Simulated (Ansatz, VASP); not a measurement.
One calculation of AlNi3, two programs

```
CELL_PARAMETERS angstrom
0.00000 2.80189 2.80189
2.80189 0.00000 2.80189
2.80189 2.80189 0.00000
ATOMIC_POSITIONS crystal
Al 0.50000 0.50000 0.50000
Ni 0.25000 0.25000 0.25000
Ni 0.00000 0.00000 0.00000
Ni 0.75000 0.75000 0.75000
```

Alike in both runs: task single point; functional r2SCAN; k mesh 12 × 12 × 12; occupations gaussian, width 0.1 eV; no spin polarisation.

|  | VASP | Ansatz |
| --- | --- | --- |
| version | VASP 6.6.1 | Ansatz 0.2.0 |
| potentials or method | VASP PAW PBE potentials, release 64 (Al, Ni), cutoff 520 eV | scalar-relativistic, plane waves, PAW |
| valence electrons in the cell | 33 | 57 |

Ansatz gave:

```
gap on the k mesh at the Fermi level (eV) : none
pressure (GPa)                            : 0.0
```

**Question.** Which values does VASP return?

**Answer.** gap on the k mesh at the Fermi level (eV): none; pressure (GPa): 0.1.

VASP's potentials were made for PBE, not for r2SCAN. A gap of «none» marks a metal or a gap that the smearing closes. With one functional, cell and mesh, what is left measures potentials, basis and numerics. VASP's potentials hold 33 valence electrons a cell and Ansatz's 57, so a difference there can come from the potentials and not from the codes.
